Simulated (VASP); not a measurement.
# Na (P-1) in VASP: electric field gradients with PBEsol

Aim: the electric field gradients of Na with PBEsol.

All numbers are computed with VASP 6.6.1; they aren't measurements. Logs are shortened: lines on timing, memory, paths and dates and some standing lists are left out, and cuts for length are marked.

### Step 1. The cell of the first run

The typed cell holds 2 atoms: a = 3.768 Å, b = 3.718 Å, c = 6.155 Å, α = 89.36°, β = 88.27°, γ = 118.70°.

### Step 2. Electric field gradients, PBEsol (equal xy, yz and zx shear strains of +3 %)

Contents of INCAR:

```
  PREC = Accurate
  ENCUT = 520
  EDIFF = 1E-8
  ISMEAR = -1
  SIGMA = 0.05
  LREAL = False
  LASPH = True
  NELM = 80
  ALGO = Normal
  ISIF = 2
  LWAVE = False
  LCHARG = False
  GGA = PS
  LEFG = True
  NBANDS = 14
```

Contents of KPOINTS:

```
Automatic mesh
0
Gamma
  13 13 7
```

Contents of POSCAR:

```
Na
1.0
    3.7670009976      0.0565050150      0.0565050150
   -1.8345657204      3.2340660525      0.0206822709
    0.0923100000      0.0923100000      6.1540000000
Na
2
Direct
    0.3333333333      0.6666666667      0.2500000000
    0.6666666667      0.3333333333      0.7500000000
```

Potentials or basis: VASP PAW PBE potentials, release 64 (Na_pv).

Command:

```console
cat potpaw_PBE.64/Na_pv/POTCAR > POTCAR
mpirun -np 1 vasp_std > vasp.out
```

OUTCAR:

```text
PREC = Accurate
   ENCUT = 520
   EDIFF = 1E-8
   ISMEAR = -1
   LREAL = False
   LASPH = True
   NELM = 80
   ISIF = 2
   GGA = PS

 ion  position               nearest neighbor table
   1  0.333  0.667  0.250-
   2  0.667  0.333  0.750-

  LATTYP: Found a triclinic cell.
 ALAT       =     3.8168209190
 B/A-ratio  =     2.3146698938
 C/A-ratio  =     0.9871693112
 COS(alpha) =     0.0012677297
 COS(beta)  =     0.5194127996
 COS(gamma) =     0.6141481383

  Lattice vectors:

 A1 = (  -1.9324352772,  -3.2905710675,  -0.0771872859)
 A2 = (  -0.0055595568,  -6.4323271200,   6.0561304432)
 A3 = (  -3.7670009976,  -0.0565050150,  -0.0565050150)

Analysis of symmetry for initial positions (statically):
=====================================================================
 Subroutine PRICEL returns:
 Original cell was already a primitive cell.

 Routine SETGRP: Setting up the symmetry group for a
 triclinic supercell.

 Subroutine GETGRP returns: Found  2 space group operations
 (whereof  2 operations were pure point group operations)
 out of a pool of  2 trial point group operations.

The static configuration has the point symmetry S_2 .

Analysis of symmetry for dynamics (positions and initial velocities):
=====================================================================
 Subroutine PRICEL returns:
 Original cell was already a primitive cell.

 Routine SETGRP: Setting up the symmetry group for a
 triclinic supercell.

 Subroutine GETGRP returns: Found  2 space group operations
 (whereof  2 operations were pure point group operations)
 out of a pool of  2 trial point group operations.

The dynamic configuration has the point symmetry S_2 .

 Subroutine INISYM returns: Found  2 space group operations
 (whereof  2 operations are pure point group operations),
 and found     1 'primitive' translations

----------------------------------------------------------------------------------------

                                     Primitive cell

  volume of cell :      75.5769

  direct lattice vectors                    reciprocal lattice vectors
     3.767000998  0.056505015  0.056505015     0.263314900  0.149408368 -0.006190849
    -1.834565720  3.234066052  0.020682271    -0.004532016  0.306666418 -0.004532016
     0.092310000  0.092310000  6.154000000    -0.002402483 -0.002402483  0.162568012

  length of vectors
     3.767848477  3.718231081  6.155384494     0.302813348  0.306733386  0.162603513

  position of ions in fractional coordinates (direct lattice)
     0.333333333  0.666666667  0.250000000
     0.666666667  0.333333333  0.750000000

  ion indices of the primitive-cell ions
   primitive index   ion index
                 1           1
                 2           2

----------------------------------------------------------------------------------------

 KPOINTS: Automatic mesh

Automatic generation of k-mesh.
 Grid dimensions read from file:
 generate k-points for:   13   13    7

 Generating k-lattice:

  Cartesian coordinates                     Fractional coordinates (reciprocal lattice)
     0.020254992  0.011492951 -0.000476219     0.076923077 -0.000000000  0.000000000
    -0.000348617  0.023589724 -0.000348617     0.000000000  0.076923077  0.000000000
    -0.000343212 -0.000343212  0.023224002     0.000000000  0.000000000  0.142857143

  Length of vectors
     0.023293334  0.023594876  0.023229073

  Shift w.r.t. Gamma in fractional coordinates (k-lattice)
     0.000000000  0.000000000  0.000000000

 Subroutine IBZKPT returns following result:
 ===========================================

 Found    592 irreducible k-points:

 Following reciprocal coordinates:
            Coordinates               Weight
  0.000000  0.000000  0.000000      1.000000
  0.076923  0.000000  0.000000      2.000000
  0.153846  0.000000  0.000000      2.000000
  0.230769 -0.000000  0.000000      2.000000
  0.307692  0.000000  0.000000      2.000000
  0.384615  0.000000 -0.000000      2.000000
[... 16 lines left out ...]
  0.153846  0.153846  0.000000      2.000000
  0.230769  0.153846  0.000000      2.000000
 [... further k-points ...]
   k-points           NKPTS =    592   k-points in BZ     NKDIM =    592   number of bands    NBANDS=     14
   number of dos      NEDOS =    301   number of ions     NIONS =      2
   total plane-waves  NPLWV =  37632
   dimension x,y,z NGX =    28 NGY =   28 NGZ =   48
   dimension x,y,z NGXF=    56 NGYF=   56 NGZF=   96
   ions per type =               2
   NGX,Y,Z   is equivalent  to a cutoff of  12.35, 12.52, 12.96 a.u.
   NGXF,Y,Z  is equivalent  to a cutoff of  24.71, 25.04, 25.93 a.u.
 SYSTEM =  unknown system
   PREC   = accura    normal or accurate (medium, high low for compatibility)
   ISTART =      0    job   : 0-new  1-cont  2-samecut
   ICHARG =      2    charge: 1-file 2-atom 10-const
   ISPIN  =      1    spin polarized calculation?
   LNONCOLLINEAR =      F non collinear calculations
   LSORBIT =      F    spin-orbit coupling
   LASPH  =      T    aspherical Exc in radial PAW
   ENCUT  =  520.0 eV  38.22 Ry    6.18 a.u.   7.01  6.91 11.44*2*pi/ulx,y,z
   NELM   =     80;   NELMIN=  2; NELMDL= -5     # of ELM steps
   EDIFF  = 0.1E-07   stopping-criterion for ELM
   LREAL  =      F    real-space projection
   EDIFFG = 0.1E-06   stopping-criterion for IOM
   NSW    =      0    number of steps for IOM
   IBRION =     -1    ionic relax: 0-MD 1-quasi-New 2-CG
   NFREE  =      0    steps in history (QN), initial steepest desc. (CG)
   ISIF   =      2    stress and relaxation
   ISYM   =      2    0-nonsym 1-usesym 2-fastsym
   POTIM  = 0.5000    time-step for ionic-motion
   TEBEG  =    0.0;   TEEND  =   0.0 temperature during run
   PSTRESS=    0.0 pullay stress
   NELECT =      14.0000    total number of electrons
   NUPDOWN=      -1.0000    fix difference up-down
   EMIN   =  10.00;   EMAX   =-10.00  energy-range for DOS
   EFERMI =   0.00;   METHOD = LEGACY
   ISMEAR =    -1;   SIGMA  =   0.05  broadening in eV -4-tet -1-fermi 0-gaus
   EFERMI_NEDOS =   21; number of points for ismear=-14 and -15
   IALGO  =     38    algorithm
   IMIX   =      4    mixing-type and parameters
     AMIX     =   0.40;   BMIX     =  1.00
     AMIX_MAG =   1.60;   BMIX_MAG =  1.00
  volume/ion in A,a.u.               =      37.79       255.01
  Fermi-wavevector in a.u.,A,eV,Ry     =   0.933228  1.763545 11.849511  0.870914
  Thomas-Fermi vector in A             =   2.059908
   LORBIT       =      0    0 simple, 1 ext, 2 COOP (PROOUT), +10 PAW based schemes
   GGA     = PS    functional components
   LHFCALC =     F    Hartree Fock is set to
   AEXX    =    0.0000 exact exchange contribution
   IVDW    =     0    specifies the selected vdW correction
   LEPSILON=     F    determine dielectric tensor
   LRPA    =     F    only Hartree local field effects (RPA)
 non-spin polarized calculation
  energy-cutoff  :      520.00
  volume of cell :       75.58
 maximum number of plane-waves:      2053
   NGX = 13   NGY = 13   NGZ = 23

 number of electron      14.0000010 magnetization

 Free energy of the ion-electron system (eV)
  ---------------------------------------------------
  ext. energy  EPLUGINS =         0.00000000
  ---------------------------------------------------
  free energy    TOTEN  =        -2.79739219 eV

  energy without entropy =       -2.78875349  energy(sigma->0) =       -2.79307284

 E-fermi :   0.2437     XC(G=0):  -6.4502

 val. band max:        0.2411340475   @ k =   0.4615   0.3077   0.1429
 cond. band min:       0.2510550297   @ k =   0.0769   0.0769   0.1429
 fundamental gap:      0.0099209822
 Fermi energy:         0.2436854235

 k-point     1 :       0.0000    0.0000    0.0000
  band No.  band energies     occupation
      1     -24.5786      2.00000
      2     -24.5504      2.00000
      3     -24.5496      2.00000
      4     -24.5458      2.00000
      5     -24.5454      2.00000
      6     -24.5449      2.00000
      7      -2.9867      2.00000
      8       0.7957      0.00003
      9       1.2032      0.00000
     10       9.8931      0.00000
     11      10.2006      0.00000
     12      10.3527      0.00000
     13      10.5459      0.00000
     14      10.8306      0.00000
[... 377 lines left out ...]
      1     -24.5693      2.00000
      2     -24.5646      2.00000
      3     -24.5628      2.00000
      4     -24.5568      2.00000
      5     -24.5519      2.00000
      6     -24.5497      2.00000
      7      -1.4117      2.00000
      8       2.1506      0.00000
      9       2.6795      0.00000
     10       3.9358      0.00000
     11       5.2067      0.00000
     12       7.1225      0.00000
     13       8.2034      0.00000
     14       8.4939      0.00000

 [... further k-points ...]

------------------------ aborting loop because EDIFF is reached ----------------------------------------

  FORCE on cell =-STRESS in cart. coord.  units (eV):
  Direction    XX          YY          ZZ          XY          YZ          ZX
  --------------------------------------------------------------------------------------
  -------------------------------------------------------------------------------------
  Total       -0.1456781     -0.1437211     -0.0964986     -0.0478506     -0.0492461     -0.0500257
  in kB       -3.0882732     -3.0467847     -2.0457028     -1.0143989     -1.0439825     -1.0605091
  external PRESSURE =      -2.7269202 kB  Pullay stress =       0.0000000 kB

 VOLUME and BASIS-vectors are now :
 -----------------------------------------------------------------------------
  energy-cutoff  :      520.00
  volume of cell :       75.58
      direct lattice vectors                 reciprocal lattice vectors
     3.767000998  0.056505015  0.056505015     0.263314900  0.149408368 -0.006190849
    -1.834565720  3.234066052  0.020682271    -0.004532016  0.306666418 -0.004532016
     0.092310000  0.092310000  6.154000000    -0.002402483 -0.002402483  0.162568012

 POSITION                                       TOTAL-FORCE (eV/Angst)
 -----------------------------------------------------------------------------------
      0.05570      2.19796      1.57112        -0.009292      0.000044      0.001334
      1.96904      1.18492      4.66006         0.009292     -0.000044     -0.001334
 -----------------------------------------------------------------------------------
    total drift:                                0.000000     -0.000000      0.000000

  FREE ENERGIE OF THE ION-ELECTRON SYSTEM (eV)
  ---------------------------------------------------
  free  energy   TOTEN  =        -2.7973921868 eV

  energy  without entropy=       -2.7887534938  energy(sigma->0) =       -2.79307284

 Electric field gradients (V/A^2)
---------------------------------------------------------------------
 ion       V_xx      V_yy      V_zz      V_xy      V_xz      V_yz
---------------------------------------------------------------------
   1       0.074     0.118    -0.192    -0.185    -0.051    -0.053
   2       0.074     0.118    -0.192    -0.185    -0.051    -0.053
---------------------------------------------------------------------

 Electric field gradients after diagonalization (V/A^2)
 (convention: |V_zz| > |V_xx| > |V_yy|)
----------------------------------------------------------------------
 ion       V_xx      V_yy      V_zz     asymmetry (V_yy - V_xx)/ V_zz
----------------------------------------------------------------------
   1      -0.231    -0.052     0.283       0.631
   2      -0.231    -0.052     0.283       0.631
----------------------------------------------------------------------

           NMR quadrupolar parameters

 Cq : quadrupolar parameter    Cq=e*Q*V_zz/h
 eta: asymmetry parameters     (V_yy - V_xx)/ V_zz
 Q  : nuclear electric quadrupole moment in mb (millibarn)
----------------------------------------------------------------------
 ion       Cq(MHz)       eta       Q (mb)
----------------------------------------------------------------------
   1       0.001       0.631       1.000
   2       0.001       0.631       1.000
----------------------------------------------------------------------
```

Wall time 9.6 min (1 thread of Intel Xeon 8259CL, shared host); peak memory 0.53 GiB.

What came out:

| Quantity | Value |
| --- | --- |
| Free energy | -2.7974 eV |
| Pressure | -0.3 GPa |
| Largest force | 0.009 eV/Å |
| Band gap on the k mesh | zero (bands 7 and 8 overlap by 3.45 eV) |
| Largest electric field gradient by atom | Na +0.28 V/Å² |

Forces in eV/Å, atoms in the order of the input:
```
Na  -0.009  0.000  0.001
Na   0.009  0.000 -0.001
```

Stress tensor (GPa, compression positive):
```
-0.31 -0.10 -0.11
-0.10 -0.30 -0.10
-0.11 -0.10 -0.20
```

Levels at points of the mesh, in eV from the Fermi level:
| k point | band 5 | band 6 | band 7 | band 8 | band 9 | band 10 |
| --- | --- | --- | --- | --- | --- | --- |
| (0.00, 0.00, 0.00) | -24.79 | -24.79 | -3.23 | 0.55 | 0.96 | 9.65 |

Caveat: the cell differs from its parent crystal (equal xy, yz and zx shear strains of +3 %); without QUAD_EFG the Cq values of the log hold for a quadrupole moment of 1 mb, not for the nuclei; the PAW data sets were made with another functional, which shifts forces and pressure a little.
